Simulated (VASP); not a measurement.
**Os: single point with RPBE+D4**

The system is Os.

```
Os
1.0
     2.73142    0.00000    0.00000
    -1.36571    2.36548    0.00000
     0.00000    0.00000    4.31957
Os
2
Direct
  0.66667 0.33333 0.75000
  0.33333 0.66667 0.25000
```

| Quantity | Value |
| --- | --- |
| Program | VASP 6.6.1 |
| Task | single point |
| Functional | RPBE |
| Dispersion | D4 |
| Potentials or basis | VASP PAW PBE potentials, release 64 (Os) |
| Cutoff | 520 eV |
| k mesh | 11 × 11 × 6 |
| Occupations | fermi-dirac, width 0.05 eV |
| Spin | no spin polarisation |
| Dipole correction | no |
| Further INCAR settings | ALGO = Normal; EDIFF = 1e-06; NBANDS = 15 |

- Pressure: -0.2 GPa
- Band gap on the k mesh: zero (band 8 reaches 11.68 eV, above the bottom of band 9 at 7.79 eV)
- Dispersion energy per atom: -1.243 eV

Stress tensor (GPa, compression positive):
```
-0.14  0.00  0.00
 0.00 -0.14  0.00
 0.00  0.00 -0.29
```

Levels at points of the mesh, in eV from the Fermi level:
```csv
k point,band 5,band 6,band 7,band 8,band 9,band 10,band 11,band 12
"(0.00, 0.00, 0.00)",-2.77,-2.17,-2.17,-1.51,-1.51,0.05,1.74,1.74
"(0.00, 0.00, 0.50)",-3.21,-3.21,-3.21,-3.21,0.94,0.94,0.94,0.94
```

Run time: 32 s on 1 thread of Intel Xeon 8259CL, on a shared host, peak memory 0.15 GiB.

Caveat: the PAW data sets were made with another functional, which shifts forces and pressure a little; spin-orbit coupling is left out, which moves the levels of the heavy elements; pairwise dispersion overbinds metals, which lowers pressure and volume.
